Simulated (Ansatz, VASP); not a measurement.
**One calculation of SrO, two programs**

```
Sr O
1.0
     3.47787    0.00000    0.00000
    -1.73894    3.01193    0.00000
     0.00000    0.00000    6.08631
Sr O
2 2
Direct
  0.33333 0.66667 0.25000
  0.66667 0.33333 0.75000
  0.00000 0.00000 0.00000
  0.00000 0.00000 0.50000
```

Alike in both runs: functional LDA; k mesh 9 × 9 × 4; occupations gaussian, width 0.02 eV; no spin polarisation.

Ansatz relaxed the structure, and its values are those at the end. VASP's run is a single point on that final structure, the one shown.

|  | VASP | Ansatz |
| --- | --- | --- |
| version | VASP 6.6.1 | Ansatz 0.2.0 |
| potentials or method | VASP PAW LDA potentials, release 64 (Sr_sv, O), cutoff 520 eV | scalar-relativistic, plane waves, PAW |
| valence electrons in the cell | 32 | 32 |

```tsv
	VASP	Ansatz	Ansatz less VASP
gap on the k mesh at the Fermi level (eV)	2.92	2.97	+0.049
least direct gap on the mesh (eV)	3.18	3.22	+0.044
pressure (GPa)	0.9	0.0	-0.89
```

LDA's correlation is that of Perdew and Zunger in VASP and of Perdew and Wang (1992) in Ansatz.
